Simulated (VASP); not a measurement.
MnO, 2 atoms in the cell. It takes space group Fm-3m (No. 225, cubic). The conventional cell has a = 4.446 Å, b = 4.446 Å, c = 4.446 Å, α = 90.00°, β = 90.00°, γ = 90.00°. Within 2.9 Å of Mn (site symmetry m-3m) lie 6 O at 2.22 Å. Within 2.9 Å of O (site symmetry m-3m) lie 6 Mn at 2.22 Å. 

* Program: VASP 6.6.1
* Task: single point
* Functional: PBE
* Potentials or basis: VASP PAW PBE potentials, release 64 (Mn_pv, O)
* Cutoff: 520 eV
* k mesh: 14 × 14 × 14
* Occupations: gaussian, width 0.05 eV
* Spin: collinear spin, ferromagnetic start
* Starting moments: [5.0, 0.0] μB
* Dipole correction: no
* Further INCAR settings: ALGO = Normal; EDIFF = 1e-06; NBANDS = 20

Potentials or basis: VASP PAW PBE potentials, release 64 (Mn_pv, O).

The run is started by

```bash
$ cat potpaw_PBE.64/Mn_pv/POTCAR potpaw_PBE.64/O/POTCAR > POTCAR
$ mpirun -np 1 vasp_std > vasp.out
```

Hardware: 1 thread of Intel Xeon 8259CL, on a shared host.

Q: Estimate the wall time of this run.

A: Wall time 2.1 min on 1 thread of Intel Xeon 8259CL (shared host), peak memory 0.2 GiB. Counts: scf iterations 15, k points 104.
